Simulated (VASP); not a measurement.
Write the native input for VASP 6.6.1 that does the following.

```
Task                   : relaxation of cell and atoms
Functional             : LDA
Potentials or basis    : VASP PAW LDA potentials, release 64 (Ni)
Cutoff                 : 600 eV
k mesh                 : 15 × 15 × 15
Occupations            : fermi-dirac, width 0.05 eV
Spin                   : collinear spin, ferromagnetic start
Starting moments       : [0.8] μB
Dipole correction      : no
Further INCAR settings : ALGO = Normal; EDIFF = 1e-06; IBRION = 2; EDIFFG = -0.01; NSW = 80; ISIF = 3
```

The structure of Ni lies in POSCAR:

```
Ni
1.0
    0.0000000000      1.7619400000      1.7619400000
    1.7619400000      0.0000000000      1.7619400000
    1.7619400000      1.7619400000      0.0000000000
Ni
1
Direct
    0.0000000000      0.0000000000      0.0000000000
```

The input as run:

INCAR

```
PREC = Accurate
ENCUT = 600
EDIFF = 1E-6
ISMEAR = -1
SIGMA = 0.05
LREAL = F
LASPH = T
NELM = 150
ALGO = Normal
ISIF = 3
LWAVE = F
LCHARG = F
ISPIN = 2
MAGMOM = 0.8
LORBIT = 11
LMAXMIX = 4
GGA = CA
IBRION = 2
NSW = 80
EDIFFG = -0.01
```

KPOINTS

```
Automatic mesh
0
Gamma
  15 15 15
```

Potentials or basis: VASP PAW LDA potentials, release 64 (Ni).

Command:

```bash
$ cat potpaw_LDA.64/Ni/POTCAR > POTCAR
$ mpirun -np 1 vasp_std > vasp.out
```

Results of the run:

| Item | Value |
| --- | --- |
| Relaxed volume | 10.03 Å³/atom |
| Relaxed cell | a = 2.421 Å, b = 2.421 Å, c = 2.421 Å, α = 60.00°, β = 60.00°, γ = 60.00° |
| Space group after relaxing (to 0.05 Å) | Fm-3m (No. 225) |
| Energy gained by relaxing | 54.5 meV/atom |
| Ionic steps | 4 |
| Pressure after relaxing | 0.0 GPa |
| Net moment | 0.60 μB per cell |
| Site moments | Ni +0.60 μB |
| Valence electrons inside the program's atomic spheres | Ni 9.47 |

Wall time 76 s on 1 thread of AMD EPYC 7R43 64-Core Processor (Zen 3), with other jobs on the host, peak memory 0.11 GiB.
